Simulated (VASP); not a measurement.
# Li2Pd (P6/mmm) in VASP: further runs

Li2Pd is run at these levels: LDA; tasks: single point, relaxation of cell and atoms.

Everything below comes from runs of VASP 6.6.1. Logs are shortened: lines on timing, memory, paths and dates and some standing lists are left out, and cuts for length are marked.

## 1. The cell of the first run

The structure is hexagonal, space group P6/mmm (No. 191). Conventional cell: a = 4.121 Å, b = 4.121 Å, c = 2.627 Å, α = 90.00°, β = 90.00°, γ = 120.00°. Within 3.1 Å of Li (site symmetry -6m2) lie 5 Li at 2.38 to 2.63 Å and 6 Pd at 2.72 Å. Pd (site symmetry 6/mmm) has 2 Pd at 2.63 Å and 12 Li at 2.72 Å within 3.5 Å.

## 2. Single point, LDA

INCAR

```
SYSTEM = Li2Pd
PREC = Accurate ; ENCUT = 520
EDIFF = 1E-6 ; ISMEAR = 0
SIGMA = 0.1 ; LREAL = .False.
LASPH = .True. ; NELM = 100
ALGO = Normal ; ISIF = 2
LWAVE = .False. ; LCHARG = .False.
GGA = CA ; NBANDS = 15
```

KPOINTS

```
Automatic mesh
0
Gamma
  12 12 16
  0 0 0
```

POSCAR

```
Li2Pd
1.0
    4.1209927951      0.0000000000      0.0000000000
   -2.0604963975      3.5688844494      0.0000000000
    0.0000000000      0.0000000000      2.6268506939
Li Pd
2 1
Direct
    0.3333333333      0.6666666667      0.5000000000
    0.6666666667      0.3333333333      0.5000000000
    0.0000000000      0.0000000000      0.0000000000
```

Potentials or basis: VASP PAW LDA potentials, release 64 (Li_sv, Pd).

The run is started by

```console
$ cat potpaw_LDA.64/Li_sv/POTCAR potpaw_LDA.64/Pd/POTCAR > POTCAR
$ mpirun -np 1 vasp_std > vasp.out
```

OUTCAR:

```text
SYSTEM = Li2Pd
   PREC = Accurate
   ENCUT = 520
   EDIFF = 1E-6
   ISMEAR = 0
   LREAL = .False.
   LASPH = .True.
   NELM = 100
   ISIF = 2
   GGA = CA

 ion  position               nearest neighbor table
   1  0.333  0.667  0.500-   2 2.38   2 2.38   2 2.38   3 2.72   3 2.72   3 2.72   3 2.72   3 2.72
                             3 2.72
   2  0.667  0.333  0.500-   1 2.38   1 2.38   1 2.38   3 2.72   3 2.72   3 2.72   3 2.72   3 2.72
                             3 2.72
   3  0.000  0.000  0.000-   1 2.72   2 2.72   1 2.72   2 2.72   2 2.72   2 2.72   1 2.72   1 2.72
                             2 2.72   2 2.72   1 2.72   1 2.72

  LATTYP: Found a hexagonal cell.
 ALAT       =     4.1209927951
 C/A-ratio  =     0.6374315182

  Lattice vectors:

 A1 = (   4.1209927951,   0.0000000000,   0.0000000000)
 A2 = (  -2.0604963975,   3.5688844494,   0.0000000000)
 A3 = (   0.0000000000,   0.0000000000,   2.6268506939)

Analysis of symmetry for initial positions (statically):
=====================================================================
 Subroutine PRICEL returns:
 Original cell was already a primitive cell.

 Routine SETGRP: Setting up the symmetry group for a
 hexagonal supercell.

 Subroutine GETGRP returns: Found 24 space group operations
 (whereof 24 operations were pure point group operations)
 out of a pool of 24 trial point group operations.

The static configuration has the point symmetry D_6h.

Analysis of symmetry for dynamics (positions and initial velocities):
=====================================================================
 Subroutine PRICEL returns:
 Original cell was already a primitive cell.

 Routine SETGRP: Setting up the symmetry group for a
 hexagonal supercell.

 Subroutine GETGRP returns: Found 24 space group operations
 (whereof 24 operations were pure point group operations)
 out of a pool of 24 trial point group operations.

The dynamic configuration has the point symmetry D_6h.

 Subroutine INISYM returns: Found 24 space group operations
 (whereof 24 operations are pure point group operations),
 and found     1 'primitive' translations

----------------------------------------------------------------------------------------

                                     Primitive cell

  volume of cell :      38.6340

  direct lattice vectors                    reciprocal lattice vectors
     4.120992795  0.000000000  0.000000000     0.242659973  0.140099801  0.000000000
    -2.060496398  3.568884449  0.000000000     0.000000000  0.280199601  0.000000000
     0.000000000  0.000000000  2.626850694     0.000000000  0.000000000  0.380683989

  length of vectors
     4.120992795  4.120992795  2.626850694     0.280199601  0.280199601  0.380683989

  position of ions in fractional coordinates (direct lattice)
     0.333333333  0.666666667  0.500000000
     0.666666667  0.333333333  0.500000000
     0.000000000  0.000000000  0.000000000

  ion indices of the primitive-cell ions
   primitive index   ion index
                 1           1
                 2           2
                 3           3

----------------------------------------------------------------------------------------

 KPOINTS: Automatic mesh

Automatic generation of k-mesh.
 Grid dimensions read from file:
 generate k-points for:   12   12   16

 Generating k-lattice:

  Cartesian coordinates                     Fractional coordinates (reciprocal lattice)
     0.020221664  0.011674983  0.000000000     0.083333333  0.000000000  0.000000000
     0.000000000  0.023349967  0.000000000     0.000000000  0.083333333  0.000000000
     0.000000000  0.000000000  0.023792749     0.000000000  0.000000000  0.062500000

  Length of vectors
     0.023349967  0.023349967  0.023792749

  Shift w.r.t. Gamma in fractional coordinates (k-lattice)
     0.000000000  0.000000000  0.000000000

 Subroutine IBZKPT returns following result:
 ===========================================

 Found    171 irreducible k-points:

 Following reciprocal coordinates:
            Coordinates               Weight
  0.000000  0.000000  0.000000      1.000000
  0.083333 -0.000000  0.000000      6.000000
  0.166667 -0.000000  0.000000      6.000000
  0.250000 -0.000000  0.000000      6.000000
  0.333333  0.000000  0.000000      6.000000
  0.416667 -0.000000  0.000000      6.000000
[... 16 lines left out ...]
  0.250000 -0.000000  0.062500     12.000000
  0.333333  0.000000  0.062500     12.000000
 [... further k-points ...]
   k-points           NKPTS =    171   k-points in BZ     NKDIM =    171   number of bands    NBANDS=     15
   number of dos      NEDOS =    301   number of ions     NIONS =      3
   total plane-waves  NPLWV =  20480
   dimension x,y,z NGX =    32 NGY =   32 NGZ =   20
   dimension x,y,z NGXF=    64 NGYF=   64 NGZF=   40
   ions per type =               2   1
   NGX,Y,Z   is equivalent  to a cutoff of  12.91, 12.91, 12.66 a.u.
   NGXF,Y,Z  is equivalent  to a cutoff of  25.82, 25.82, 25.31 a.u.
 SYSTEM =  Li2Pd
   PREC   = accura    normal or accurate (medium, high low for compatibility)
   ISTART =      0    job   : 0-new  1-cont  2-samecut
   ICHARG =      2    charge: 1-file 2-atom 10-const
   ISPIN  =      1    spin polarized calculation?
   LNONCOLLINEAR =      F non collinear calculations
   LSORBIT =      F    spin-orbit coupling
   LASPH  =      T    aspherical Exc in radial PAW
   ENCUT  =  520.0 eV  38.22 Ry    6.18 a.u.   7.66  7.66  4.88*2*pi/ulx,y,z
   NELM   =    100;   NELMIN=  2; NELMDL= -5     # of ELM steps
   EDIFF  = 0.1E-05   stopping-criterion for ELM
   LREAL  =      F    real-space projection
   EDIFFG = 0.1E-04   stopping-criterion for IOM
   NSW    =      0    number of steps for IOM
   IBRION =     -1    ionic relax: 0-MD 1-quasi-New 2-CG
   NFREE  =      0    steps in history (QN), initial steepest desc. (CG)
   ISIF   =      2    stress and relaxation
   ISYM   =      2    0-nonsym 1-usesym 2-fastsym
   POTIM  = 0.5000    time-step for ionic-motion
   TEBEG  =    0.0;   TEEND  =   0.0 temperature during run
   PSTRESS=    0.0 pullay stress
   NELECT =      16.0000    total number of electrons
   NUPDOWN=      -1.0000    fix difference up-down
   EMIN   =  10.00;   EMAX   =-10.00  energy-range for DOS
   EFERMI =   0.00;   METHOD = LEGACY
   ISMEAR =     0;   SIGMA  =   0.10  broadening in eV -4-tet -1-fermi 0-gaus
   EFERMI_NEDOS =   21; number of points for ismear=-14 and -15
   IALGO  =     38    algorithm
   IMIX   =      4    mixing-type and parameters
     AMIX     =   0.40;   BMIX     =  1.00
     AMIX_MAG =   1.60;   BMIX_MAG =  1.00
  volume/ion in A,a.u.               =      12.88        86.91
  Fermi-wavevector in a.u.,A,eV,Ry     =   1.220277  2.305988 20.260092  1.489075
  Thomas-Fermi vector in A             =   2.355500
   LORBIT       =      0    0 simple, 1 ext, 2 COOP (PROOUT), +10 PAW based schemes
   GGA     = CA    functional components
   LHFCALC =     F    Hartree Fock is set to
   AEXX    =    0.0000 exact exchange contribution
   IVDW    =     0    specifies the selected vdW correction
   LEPSILON=     F    determine dielectric tensor
   LRPA    =     F    only Hartree local field effects (RPA)
 non-spin polarized calculation
 Gauss-broadening in eV      SIGMA  =   0.10
  energy-cutoff  :      520.00
  volume of cell :       38.63
 maximum number of plane-waves:      1078
 NGX is ok and might be reduce to    32
   NGX = 15   NGY = 15   NGZ =  9

 number of electron      16.0000002 magnetization

 Free energy of the ion-electron system (eV)
  ---------------------------------------------------
  ext. energy  EPLUGINS =         0.00000000
  ---------------------------------------------------
  free energy    TOTEN  =       -11.70742523 eV

  energy without entropy =      -11.70543628  energy(sigma->0) =      -11.70643075

 E-fermi :   5.1625     XC(G=0): -10.4912

 val. band max:        5.1382692518   @ k =   0.3333   0.0000   0.0000
 cond. band min:       5.2188735716   @ k =   0.4167  -0.0000   0.1875
 fundamental gap:      0.0806043199
 Fermi energy:         5.1625056259

 k-point     1 :       0.0000    0.0000    0.0000
  band No.  band energies     occupation
      1     -39.6781      2.00000
      2     -39.5420      2.00000
      3      -0.3059      2.00000
      4       1.0430      2.00000
      5       1.8755      2.00000
      6       1.8755      2.00000
      7       4.0352      2.00000
      8       4.0352      2.00000
      9       9.3416      0.00000
     10       9.3416      0.00000
     11      10.8992      0.00000
     12      10.8992      0.00000
     13      14.6991      0.00000
     14      16.2263      0.00000
     15      17.1467      0.00000

 k-point     2 :       0.0833   -0.0000    0.0000
  band No.  band energies     occupation
      1     -39.6760      2.00000
      2     -39.5442      2.00000
      3      -0.2599      2.00000
      4       1.0634      2.00000
      5       1.8762      2.00000
      6       1.9181      2.00000
      7       4.0285      2.00000
      8       4.0339      2.00000
      9       8.6341      0.00000
     10       8.7997      0.00000
     11      11.4327      0.00000
     12      11.5379      0.00000
     13      14.8418      0.00000
     14      16.4760      0.00000
     15      17.2514      0.00000

 k-point     3 :       0.1667   -0.0000    0.0000
  band No.  band energies     occupation
      1     -39.6699      2.00000
      2     -39.5501      2.00000
      3      -0.1350      2.00000
      4       1.1303      2.00000
      5       1.8869      2.00000
      6       2.0419      2.00000
      7       4.0106      2.00000
      8       4.0304      2.00000
      9       7.4552      0.00000
     10       7.9384      0.00000
     11      12.0697      0.00000
     12      12.6937      0.00000
     13      15.2744      0.00000
     14      17.2326      0.00000
     15      17.5597      0.00000
[... 343 lines left out ...]
 k-point    23 :       0.2500   -0.0000    0.0625
  band No.  band energies     occupation
      1     -39.6590      2.00000
      2     -39.5582      2.00000
      3       0.1494      2.00000
      4       1.3014      2.00000
      5       1.9662      2.00000
      6       2.2577      2.00000
      7       3.8204      2.00000
      8       3.8588      2.00000
      9       6.4271      0.00000
     10       7.3188      0.00000
     11      12.4385      0.00000
     12      14.0862      0.00000
     13      15.7832      0.00000
     14      17.1671      0.00000
     15      18.7995      0.00000

 k-point    24 :       0.3333    0.0000    0.0625
  band No.  band energies     occupation
      1     -39.6474      2.00000
      2     -39.5695      2.00000
      3       0.3018      2.00000
      4       1.4331      2.00000
      5       2.1507      2.00000
      6       2.4791      2.00000
      7       3.7681      2.00000
      8       3.8342      2.00000
      9       5.3333      0.01571
     10       6.6639      0.00000
     11      12.6014      0.00000
     12      15.5124      0.00000
     13      16.5091      0.00000
     14      17.8231      0.00000
     15      20.1371      0.00000

 [... further k-points ...]
[... 5 lines left out ...]
  --------------------------------------------------------------------------------------
  -------------------------------------------------------------------------------------
  Total        0.0039254      0.0039254      0.0064855      0.0000000     -0.0000000      0.0000000
  in kB        0.1627905      0.1627905      0.2689576      0.0000000     -0.0000000      0.0000000
  external PRESSURE =       0.1981795 kB  Pullay stress =       0.0000000 kB

 VOLUME and BASIS-vectors are now :
 -----------------------------------------------------------------------------
  energy-cutoff  :      520.00
  volume of cell :       38.63
      direct lattice vectors                 reciprocal lattice vectors
     4.120992795  0.000000000  0.000000000     0.242659973  0.140099801  0.000000000
    -2.060496398  3.568884449  0.000000000     0.000000000  0.280199601  0.000000000
     0.000000000  0.000000000  2.626850694     0.000000000  0.000000000  0.380683989

 POSITION                                       TOTAL-FORCE (eV/Angst)
 -----------------------------------------------------------------------------------
     -0.00000      2.37926      1.31343         0.000000     -0.000000      0.000000
      2.06050      1.18963      1.31343        -0.000000      0.000000     -0.000000
      0.00000      0.00000      0.00000         0.000000      0.000000      0.000000
 -----------------------------------------------------------------------------------
    total drift:                                0.000000     -0.000000     -0.000000

  FREE ENERGIE OF THE ION-ELECTRON SYSTEM (eV)
  ---------------------------------------------------
  free  energy   TOTEN  =       -11.7074252283 eV

  energy  without entropy=      -11.7054362789  energy(sigma->0) =      -11.70643075
```

It took 31 s on 1 thread of Intel Xeon Platinum 8488C (Sapphire Rapids), shared host; peak memory 0.21 GiB.

What came out:

```
Free energy            : -11.7074 eV
Band gap on the k mesh : zero (bands 8 and 9 overlap by 2.56 eV)
```

Levels at points of the mesh, in eV from the Fermi level:
```csv
k point,band 5,band 6,band 7,band 8,band 9,band 10,band 11,band 12
"(0.00, 0.00, 0.00)",-3.29,-3.29,-1.13,-1.13,4.18,4.18,5.74,5.74
"(0.50, 0.00, 0.00)",-2.42,-2.01,-1.79,-1.22,-1.15,0.63,7.54,12.83
"(0.00, 0.00, 0.50)",-3.50,-2.31,-2.31,0.87,1.97,6.67,6.67,7.44
"(0.50, 0.00, 0.50)",-2.80,-1.94,-1.20,0.57,1.33,4.16,7.32,7.32
```

Caveat: the cutoff is under 1.25 times the usual one of these potentials, so pressure, stress and relaxed cells hold a basis-set (Pulay) error.

## 3. Relaxation of cell and atoms, LDA

This run uses another cell than the first one, of 14.12 Å³/atom.

INCAR

```
SYSTEM = Li2Pd
PREC = Accurate
ENCUT = 600
EDIFF = 1E-6
ISMEAR = 0
SIGMA = 0.1
LREAL = .FALSE.
LASPH = .TRUE.
NELM = 100
ALGO = Normal
ISIF = 3
LWAVE = .FALSE.
LCHARG = .FALSE.
IBRION = 2
NSW = 70
EDIFFG = -0.005
```

KPOINTS

```
regular mesh
0
G
  12 12 16
  0 0 0
```

POSCAR

```
Li2Pd
1.0
    4.2509043057      0.0000000000      0.0000000000
   -2.1254521528      3.6813911178      0.0000000000
    0.0000000000      0.0000000000      2.7068078153
Li Pd
2 1
Direct
    0.3333333333      0.6666666667      0.5000000000
    0.6666666667      0.3333333333      0.5000000000
    0.0000000000      0.0000000000      0.0000000000
```

Potentials or basis: VASP PAW LDA potentials, release 64 (Li_sv, Pd).

The run is started by

```console
$ cat potpaw_LDA.64/Li_sv/POTCAR potpaw_LDA.64/Pd/POTCAR > POTCAR
$ mpirun -np 1 vasp_std > vasp.out
```

OUTCAR:

```text
SYSTEM = Li2Pd
   PREC = Accurate
   ENCUT = 600
   EDIFF = 1E-6
   ISMEAR = 0
   LREAL = .FALSE.
   LASPH = .TRUE.
   NELM = 100
   ISIF = 3
   IBRION = 2
   NSW = 70
   EDIFFG = -0.005

 ion  position               nearest neighbor table
   1  0.333  0.667  0.500-   2 2.45   2 2.45   2 2.45   3 2.80   3 2.80   3 2.80   3 2.80   3 2.80
                             3 2.80
   2  0.667  0.333  0.500-   1 2.45   1 2.45   1 2.45   3 2.80   3 2.80   3 2.80   3 2.80   3 2.80
                             3 2.80
   3  0.000  0.000  0.000-   1 2.80   2 2.80   1 2.80   2 2.80   1 2.80   1 2.80   2 2.80   2 2.80
                             2 2.80   2 2.80   1 2.80   1 2.80

  LATTYP: Found a hexagonal cell.
 ALAT       =     4.2509043057
 C/A-ratio  =     0.6367604680

  Lattice vectors:

 A1 = (   4.2509043057,   0.0000000000,   0.0000000000)
 A2 = (  -2.1254521528,   3.6813911178,   0.0000000000)
[... 380 lines left out ...]
 Fermi energy:         5.1851073781

 k-point     1 :       0.0000    0.0000    0.0000
  band No.  band energies     occupation
      1     -39.6480      2.00000
      2     -39.5111      2.00000
      3      -0.2938      2.00000
      4       1.0559      2.00000
      5       1.8895      2.00000
      6       1.8895      2.00000
      7       4.0533      2.00000
      8       4.0533      2.00000
      9       9.3760      0.00000
     10       9.3760      0.00000
     11      10.9373      0.00000
     12      10.9373      0.00000
[... 331 lines left out ...]
 k-point    24 :       0.3333   -0.0000    0.0625
  band No.  band energies     occupation
      1     -39.6171      2.00000
      2     -39.5386      2.00000
      3       0.3145      2.00000
      4       1.4471      2.00000
      5       2.1662      2.00000
      6       2.4957      2.00000
      7       3.7856      2.00000
      8       3.8520      2.00000
      9       5.3581      0.01443
     10       6.6908      0.00000
     11      12.6449      0.00000
     12      15.5599      0.00000

 [... further k-points ...]
[... 5 lines left out ...]
  --------------------------------------------------------------------------------------
  -------------------------------------------------------------------------------------
  Total        0.0070663      0.0070663     -0.0029068      0.0000000     -0.0000000      0.0000000
  in kB        0.2938211      0.2938211     -0.1208652      0.0000000     -0.0000000      0.0000000
  external PRESSURE =       0.1555923 kB  Pullay stress =       0.0000000 kB
[... 18 lines left out ...]
  FREE ENERGIE OF THE ION-ELECTRON SYSTEM (eV)
  ---------------------------------------------------
  free  energy   TOTEN  =       -11.7124515764 eV

  energy  without entropy=      -11.7104627231  energy(sigma->0) =      -11.71145715

 reached required accuracy - stopping structural energy minimisation
```

CONTCAR:

```text
Li2Pd
   1.00000000000000
     4.1161767896014707   -0.0000000000018003   -0.0000000000000000
    -2.0580883947538791    3.5647136662701251   -0.0000000000000000
     0.0000000000000000   -0.0000000000000000    2.6260373832442219
  Li              Pd
     2     1
Direct
     0.3333333332999970    0.6666666667000030    0.5000000000000000
     0.6666666667000030    0.3333333332999970    0.5000000000000000
     1.0000000000000000    0.0000000000000000    0.0000000000000000

  0.00000000E+00  0.00000000E+00  0.00000000E+00
  0.00000000E+00  0.00000000E+00  0.00000000E+00
  0.00000000E+00  0.00000000E+00  0.00000000E+00
```

Wall time 2.4 min (1 thread of Intel Xeon Platinum 8488C (Sapphire Rapids), shared host); peak memory 0.25 GiB.

What came out:

- Free energy: -11.7125 eV
- Relaxed volume: 12.84 Å³/atom
- Relaxed cell: a = 4.116 Å, b = 4.116 Å, c = 2.626 Å, α = 90.00°, β = 90.00°, γ = 120.00°
- Space group after relaxing (to 0.1 Å): P6/mmm (No. 191)
- Energy gained by relaxing: 21.3 meV/atom
- Ionic steps: 6
- Pressure after relaxing: 0.0 GPa
- Band gap on the k mesh: zero (bands 8 and 9 overlap by 2.56 eV)

The path:
```tsv
step	energy change (eV)	largest force (eV/Å)	pressure (GPa)	volume (Å³)
1	0.0000	0.0000	-5.01	42.36
2	-0.0575	0.0000	-1.53	39.71
3	-0.0611	0.0000	-0.30	38.96
4	-0.0611	0.0000	-0.17	38.90
5	-0.0635	0.0000	-0.10	38.69
6	-0.0639	0.0000	0.02	38.53
```

Final structure:
```
CELL_PARAMETERS angstrom
4.11618 0.00000 0.00000
-2.05809 3.56471 0.00000
0.00000 0.00000 2.62604
ATOMIC_POSITIONS crystal
Li 0.33333 0.66667 0.50000
Li 0.66667 0.33333 0.50000
Pd 0.00000 0.00000 0.00000
```

Caveat: the cutoff is under 1.25 times the usual one of these potentials, so pressure, stress and relaxed cells hold a basis-set (Pulay) error. LDA usually gives volumes a few per cent too small.

The gap in the log of VASP goes by the Fermi energy; the results here count the filled bands.